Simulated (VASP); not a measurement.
Set up this calculation in VASP 6.6.1, as the native input.

| Quantity | Value |
| --- | --- |
| Task | electric field gradients |
| Functional | LDA |
| Potentials or basis | VASP PAW LDA potentials, release 64 (Sc_sv) |
| Cutoff | 520 eV |
| k mesh | 13 × 13 × 7 |
| Occupations | fermi-dirac, width 0.03 eV |
| Spin | no spin polarisation |
| Dipole correction | no |
| Further INCAR settings | ALGO = Normal; EDIFF = 1e-08; NBANDS = 18 |

The structure of Sc lies in POSCAR:

```
Sc
1.0
    3.3087978973      0.0000000000      0.0000000000
   -1.6543989486      2.8655030350      0.0000000000
    0.0000000000      0.0000000000      5.3206800000
Sc
2
Direct
    0.3333333333      0.6666666667      0.2500000000
    0.6666666667      0.3333333333      0.7500000000
```

This cell differs from its parent crystal: zz strain of +1 %.

One way to write it, as run:

INCAR

```
  PREC = Accurate
  ENCUT = 520
  EDIFF = 1E-8
  ISMEAR = -1
  SIGMA = 0.03
  LREAL = False
  LASPH = True
  NELM = 80
  ALGO = Normal
  ISIF = 2
  LWAVE = False
  LCHARG = False
  LEFG = True
  NBANDS = 18
```

KPOINTS

```
Automatic mesh
0
Gamma
  13 13 7
```

Potentials or basis: VASP PAW LDA potentials, release 64 (Sc_sv).

The run is started by

```sh
$ cat potpaw_LDA.64/Sc_sv/POTCAR > POTCAR
$ mpirun -np 1 vasp_std > vasp.out
```

Results of the run:

```yaml
Pressure: -5.7 GPa
Band_gap_on_the_k_mesh: zero (band 11 reaches 4.00 eV, above the bottom of band 12 at 2.87 eV)
```

Caveat: the cell differs from its parent crystal (zz strain of +1 %); without QUAD_EFG the Cq values of the log hold for a quadrupole moment of 1 mb, not for the nuclei.

It took 34 s on 1 thread of Intel(R) Xeon(R) 6975P-C (Granite Rapids), on a shared host, peak memory 0.19 GiB.
